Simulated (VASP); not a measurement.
Crystal: HfN.

```xyz
4
Lattice="3.1339 0.0000 0.0000 -1.5670 2.7140 0.0000 0.0000 0.0000 5.4168" Properties=species:S:1:pos:R:3 pbc="T T T"
Hf    1.5670    0.9047    4.0626
Hf    0.0000    1.8094    1.3542
N     0.0000    0.0000    0.0000
N     0.0000    0.0000    2.7084
```

| Item | Value |
| --- | --- |
| Program | VASP 6.6.1 |
| Task | relaxation of cell and atoms |
| Functional | LDA |
| Potentials or basis | VASP PAW LDA potentials, release 64 (Hf_pv, N) |
| Cutoff | 600 eV |
| k mesh | 8 × 8 × 4 |
| Occupations | methfessel-paxton, width 0.1 eV |
| Spin | no spin polarisation |

At the start: pressure -9.8 GPa; volume 11.52 Å³/atom.

Problem. How do energy, volume and symmetry change on relaxing?

Solution. Over 7 steps the energy falls by 12.6 meV/atom and the volume is 11.12 Å³/atom (-3.4 %); space group P6_3/mmc (No. 194, to 0.05 Å).

The path:
```
step  energy change (eV)  largest force (eV/Å)  pressure (GPa)  volume (Å³)
   1              0.0000                0.0000           -9.82        46.07
   2              0.1549                0.0000           23.67        41.53
   3             -0.0504                0.0000           -0.23        44.51
   4             -0.0505                0.0000           -0.02        44.48
   5             -0.0505                0.0000            0.19        44.45
   6             -0.0505                0.0000           -0.31        44.52
   7             -0.0505                0.0000           -0.08        44.49
```

Final structure:
```cif
data_structure
_symmetry_space_group_name_H-M 'P 1'
_symmetry_Int_Tables_number 1
_cell_length_a 3.0969
_cell_length_b 3.0969
_cell_length_c 5.3560
_cell_angle_alpha 90.000
_cell_angle_beta 90.000
_cell_angle_gamma 120.000
_cell_volume 44.49
loop_
_atom_site_label
_atom_site_type_symbol
_atom_site_fract_x
_atom_site_fract_y
_atom_site_fract_z
_atom_site_occupancy
Hf1 Hf 0.66667 0.33333 0.75000 1
Hf2 Hf 0.33333 0.66667 0.25000 1
N1 N 0.00000 0.00000 0.00000 1
N2 N 0.00000 0.00000 0.50000 1
```
